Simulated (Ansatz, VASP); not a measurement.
**Ga2SnO3: VASP beside Ansatz**

INCAR

```
SYSTEM = Ga2SnO3
ALGO = Normal
EDIFF = 1E-7
EDIFFG = -0.04
ENCUT = 600
GGA = PE
IBRION = 2
ISIF = 3
ISMEAR = 0
LASPH = .TRUE.
LCHARG = .FALSE.
LREAL = .FALSE.
LWAVE = .FALSE.
NELM = 80
NSW = 90
PREC = Accurate
SIGMA = 0.1
```

KPOINTS

```
k-points
0
G
  6 6 6
  0 0 0
```

POSCAR

```
Ga2SnO3
1.0
    2.6252271400      1.5156755900      4.2026333500
   -2.6252271400      1.5156755900      4.2026333500
    0.0000000000     -3.0313511900      4.2026333500
Ga Sn O
2 1 3
Direct
    0.6245104100      0.6245104100      0.6245104100
    0.3754895900      0.3754895900      0.3754895900
    0.0000000000      0.0000000000      0.0000000000
    0.0000000000      0.5000000000      0.0000000000
    0.5000000000      0.0000000000      0.0000000000
    0.0000000000      0.0000000000      0.5000000000
```

Input for Ansatz:

```yaml
crystal:
  lattice:
    - [2.62522714, 1.51567559, 4.20263335]
    - [-2.62522714, 1.51567559, 4.20263335]
    - [0.0, -3.03135119, 4.20263335]
  atoms:
    - { symbol: Ga, position: [0.62451041, 0.62451041, 0.62451041] }
    - { symbol: Ga, position: [0.37548959, 0.37548959, 0.37548959] }
    - { symbol: Sn, position: [0.0, 0.0, 0.0] }
    - { symbol: O, position: [0.0, 0.5, 0.0] }
    - { symbol: O, position: [0.5, 0.0, 0.0] }
    - { symbol: O, position: [0.0, 0.0, 0.5] }
basis:
  ecutwfc: 420
kpoints:
  mp_grid: { grid: [6, 6, 6] }
hamiltonian:
  xc: pbe
scf:
  occupations: { method: gaussian, width: 0.1 }
  lower_state_search: "off"
output:
  forces: true
  stress: true
  eigenvalues: true
relax:
  adjacent_minimum: "off"
  f_tol: 0.04
  max_steps: 70
  cell: { stress_tol: 0.4 }
```

Change from the starting cell: species swapped into the Zr2Al3Zn type (R-3m, No. 166).

Alike in both runs: task relaxation of cell and atoms; functional PBE; k mesh 6 × 6 × 6; occupations gaussian, width 0.1 eV; no spin polarisation.

|  | VASP | Ansatz |
| --- | --- | --- |
| version | VASP 6.6.1 | Ansatz 0.2.0 |
| potentials or method | VASP PAW PBE potentials, release 64 (Ga_d, Sn_d, O), cutoff 600 eV | scalar-relativistic, plane waves, PAW |
| valence electrons in the cell | 58 | 58 |

VASP gave:

```
gap on the k mesh at the Fermi level, each at its own relaxed structure (eV) : none
relaxed volume (Å³/atom)                                                     : 14.43
relaxed cell length with the largest relative difference (Å)                 : 4.447
```

Q: What did Ansatz give for the same quantities?

A: gap on the k mesh at the Fermi level, each at its own relaxed structure (eV): none; relaxed volume (Å³/atom): 14.41; relaxed cell length with the largest relative difference (Å): 4.445.

A gap of «none» marks a metal or a gap that the smearing closes.
